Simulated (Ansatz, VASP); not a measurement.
## ZnWO4: VASP beside Ansatz

The input INCAR:

```
SYSTEM = ZnWO4
PREC     = Accurate       ! precision mode
ENCUT    = 520            ! plane-wave cutoff, eV
EDIFF    = 1E-6           ! SCF threshold, eV
ISMEAR   = -1             ! smearing method
SIGMA    = 0.2585         ! smearing width, eV
LREAL    = Auto         
LASPH    = .True.         ! aspherical terms in the spheres
NELM     = 100            ! most SCF steps
ALGO     = Normal         ! electronic algorithm
ISIF     = 2              ! what is computed and relaxed
LWAVE    = .False.        ! write WAVECAR
LCHARG   = .True.         ! write CHGCAR
GGA      = PE             ! functional
LELF     = .True.         ! ELF
LVHAR    = .True.       
NBANDS   = 90             ! bands
```

The input KPOINTS:

```
regular mesh
0
Gamma
  3 3 3
  0 0 0
```

POSCAR

```
ZnWO4
1.0
    6.3295770000      0.1311510000     -0.0352210000
    0.1311510000      5.9276150000     -0.0312300000
   -0.0352210000     -0.0312300000      6.2590500000
W O Zn
3 12 3
Direct
    0.8770521500      0.5816329667      0.8678577254
    0.7043987352      0.6121184059      0.3726842439
    0.4095886279      0.0315150663      0.2107105198
    0.7090998625      0.4928980040      0.6815085801
    0.5132525630      0.1913855255      0.9857959620
    0.0685400026      0.3987034712      0.7165411855
    0.9782743816      0.7469298783      0.3822679352
    0.5367011861      0.3727859346      0.3951805647
    0.4169680217      0.7291934551      0.3708598895
    0.7069413854      0.7793945188      0.0528039781
    0.9812423737      0.8570718101      0.7797593368
    0.2102473259      0.2204715323      0.3437831616
    0.6315879285      0.9875118187      0.3977132804
    0.2733785648      0.8399502984      0.0200253223
    0.8499682649      0.3911838569      0.1064255223
    0.2952876066      0.4750097807      0.9930582546
    0.1449687441      0.1071577489      0.7639354735
    0.2006860729      0.5667682191      0.4259744502
```

Input for Ansatz:

```yaml
crystal:
  lattice:
    - [6.329577, 0.131151, -0.035221]
    - [0.131151, 5.927615, -0.03123]
    - [-0.035221, -0.03123, 6.25905]
  atoms:
    - { symbol: W, position: [0.87705215, 0.5816329667, 0.8678577254] }
    - { symbol: W, position: [0.7043987352, 0.6121184059, 0.3726842439] }
    - { symbol: W, position: [0.4095886279, 0.0315150663, 0.2107105198] }
    - { symbol: O, position: [0.7090998625, 0.492898004, 0.6815085801] }
    - { symbol: O, position: [0.513252563, 0.1913855255, 0.985795962] }
    - { symbol: O, position: [0.0685400026, 0.3987034712, 0.7165411855] }
    - { symbol: O, position: [0.9782743816, 0.7469298783, 0.3822679352] }
    - { symbol: O, position: [0.5367011861, 0.3727859346, 0.3951805647] }
    - { symbol: O, position: [0.4169680217, 0.7291934551, 0.3708598895] }
    - { symbol: O, position: [0.7069413854, 0.7793945188, 0.0528039781] }
    - { symbol: O, position: [0.9812423737, 0.8570718101, 0.7797593368] }
    - { symbol: O, position: [0.2102473259, 0.2204715323, 0.3437831616] }
    - { symbol: O, position: [0.6315879285, 0.9875118187, 0.3977132804] }
    - { symbol: O, position: [0.2733785648, 0.8399502984, 0.0200253223] }
    - { symbol: O, position: [0.8499682649, 0.3911838569, 0.1064255223] }
    - { symbol: Zn, position: [0.2952876066, 0.4750097807, 0.9930582546] }
    - { symbol: Zn, position: [0.1449687441, 0.1071577489, 0.7639354735] }
    - { symbol: Zn, position: [0.2006860729, 0.5667682191, 0.4259744502] }
basis:
  ecutwfc: 420
kpoints:
  mp_grid: { grid: [3, 3, 3] }
hamiltonian:
  xc: pbe
scf:
  occupations: { method: fermi_dirac, width: 0.2585 }
output:
  forces: true
  stress: true
  eigenvalues: true
  populations: true
  write_density: true
  write_potential: true
  elf: true
  volumetric_format: npy
```

Alike in both runs: task single point; functional PBE; k mesh 3 × 3 × 3; occupations fermi-dirac, width 0.2585 eV; no spin polarisation.

|  | VASP | Ansatz |
| --- | --- | --- |
| version | VASP 6.6.1 | Ansatz 0.2.0 |
| potentials or method | VASP PAW PBE potentials, release 64 (W_sv, O, Zn), cutoff 520 eV | scalar-relativistic, plane waves, PAW |
| valence electrons in the cell | 150 | 150 |

VASP gave:

```
gap on the k mesh at the Fermi level (eV) : 0.83
least direct gap on the mesh (eV)         : 0.83
rms of the force components (eV/Å)        : 2.253
```

Which values does Ansatz return?

gap on the k mesh at the Fermi level (eV): 0.84; least direct gap on the mesh (eV): 0.84; rms of the force components (eV/Å): 2.159.

Atom by atom the forces differ by 0.173 eV/Å (rms over components).

Neither program's run includes spin-orbit coupling.
